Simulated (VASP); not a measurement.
Pb, 4 atoms in the cell. The structure is hexagonal, space group P6_3/mmc (No. 194). Conventional cell: a = 4.970 Å, b = 4.970 Å, c = 6.749 Å, α = 90.00°, β = 90.00°, γ = 120.00°. Within 4.4 Å of Pb (site symmetry -3m) lie 8 Pb at 3.33 to 3.37 Å. Within 4.5 Å of Pb (site symmetry -6m2) lie 12 Pb at 3.33 to 4.43 Å. This isn't the form of Pb at room conditions, which is fcc.

| Quantity | Value |
| --- | --- |
| Program | VASP 6.6.1 |
| Task | relaxation of cell and atoms |
| Functional | PBE |
| Potentials or basis | VASP PAW PBE potentials, release 64 (Pb_d) |
| Cutoff | 600 eV |
| k mesh | 12 × 12 × 8 |
| Occupations | gaussian, width 0.1 eV |
| Spin | no spin polarisation |
| Dipole correction | no |
| Further INCAR settings | ALGO = Fast; EDIFF = 1e-06; IBRION = 2; EDIFFG = -0.01; NSW = 100; ISIF = 3 |

Potentials or basis: VASP PAW PBE potentials, release 64 (Pb_d).

Run with:

```console
$ cat potpaw_PBE.64/Pb_d/POTCAR > POTCAR
$ mpirun -np 1 vasp_std > vasp.out
```

Hardware: 1 thread of Oxide Virtual Turin-like Processor, on a shared host.

Estimate the wall time of this run.

Wall time 75 min on 1 thread of Oxide Virtual Turin-like Processor, with other jobs on the host, peak memory 0.54 GiB. Counts: scf iterations 77, k points 95, ion steps 10.
